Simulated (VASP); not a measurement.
**TiSi2: single point with PBEsol**

TiSi2:

```
Ti Si
1.0
     0.00000    4.09106    4.24805
     2.38088    0.00000    4.24805
     2.38088    4.09106    0.00000
Ti Si
2 4
Direct
  0.75000 0.75000 0.75000
  0.50000 0.50000 0.50000
  0.08617 0.41383 0.08617
  0.41383 0.08617 0.41383
  0.16383 0.83617 0.16383
  0.83617 0.16383 0.83617
```

| Item | Value |
| --- | --- |
| Program | VASP 6.6.1 |
| Task | single point |
| Functional | PBEsol |
| Potentials or basis | VASP PAW PBE potentials, release 64 (Ti_sv, Si) |
| Cutoff | 520 eV |
| k mesh | 10 × 10 × 10 |
| Occupations | gaussian, width 0.1 eV |
| Spin | no spin polarisation |
| Dipole correction | no |
| Further INCAR settings | ALGO = Normal; EDIFF = 1e-07; NBANDS = 29 |

| Item | Value |
| --- | --- |
| Pressure | 0.1 GPa |
| Band gap on the k mesh | zero (bands 20 and 21 overlap by 1.88 eV) |

Levels at points of the mesh, in eV from the Fermi level:
```
           k point  band 16  band 17  band 18  band 19  band 20  band 21  band 22  band 23  band 24  band 25
(0.00, 0.00, 0.00)    -2.54    -2.29    -2.02    -1.76    -1.38    -0.94     2.09     3.19     3.44     3.46
(0.50, 0.00, 0.00)    -2.47    -1.96    -1.08    -0.03     0.15     1.04     1.40     1.74     2.29     2.71
(0.50, 0.50, 0.00)    -2.98    -1.56    -1.56    -1.00    -1.00     0.77     0.77     3.30     3.30     3.53
(0.50, 0.00, 0.50)    -2.39    -2.37    -2.37    -0.87    -0.87     1.31     1.31     3.37     3.37     3.47
(0.00, 0.50, 0.50)    -1.25    -1.17    -1.17    -0.64    -0.64     0.88     0.88     2.34     2.34     3.18
```

Wall time 4.2 min on 1 thread of Intel(R) Xeon(R) 6975P-C (Granite Rapids), on a shared host, peak memory 0.47 GiB.

Caveat: the PAW data sets were made with another functional, which shifts forces and pressure a little.
